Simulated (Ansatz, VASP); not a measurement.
# BN in VASP and in Ansatz

```
CELL_PARAMETERS angstrom
2.56597 0.00000 0.00000
-1.28298 2.22219 0.00000
0.00000 0.00000 4.19975
ATOMIC_POSITIONS crystal
B 0.33333 0.66667 0.99963
B 0.66667 0.33333 0.49963
N 0.33333 0.66667 0.37437
N 0.66667 0.33333 0.87437
```

Change from the starting cell: strained cell.

Alike in both runs: functional PBEsol; k mesh 9 × 9 × 6; occupations gaussian, width 0.02 eV; no spin polarisation.

Ansatz relaxed the structure, and its values are those at the end. VASP's run is a single point on that final structure, the one shown.

|  | VASP | Ansatz |
| --- | --- | --- |
| version | VASP 6.6.1 | Ansatz 0.2.0 |
| potentials or method | VASP PAW PBE potentials, release 64 (B, N), cutoff 520 eV | scalar-relativistic, plane waves, PAW |
| valence electrons in the cell | 16 | 16 |

|  | VASP | Ansatz | Ansatz less VASP |
| --- | --- | --- | --- |
| gap on the k mesh at the Fermi level (eV) | 5.03 | 5.04 | +0.011 |
| least direct gap on the mesh (eV) | 8.07 | 8.07 | +0.001 |
| pressure (GPa) | -6.3 | -7.0 | -0.69 |

VASP's potentials were made for PBE, not for PBEsol, and Ansatz warns of the same on its side. Ansatz's warnings: stress scf threshold loose.
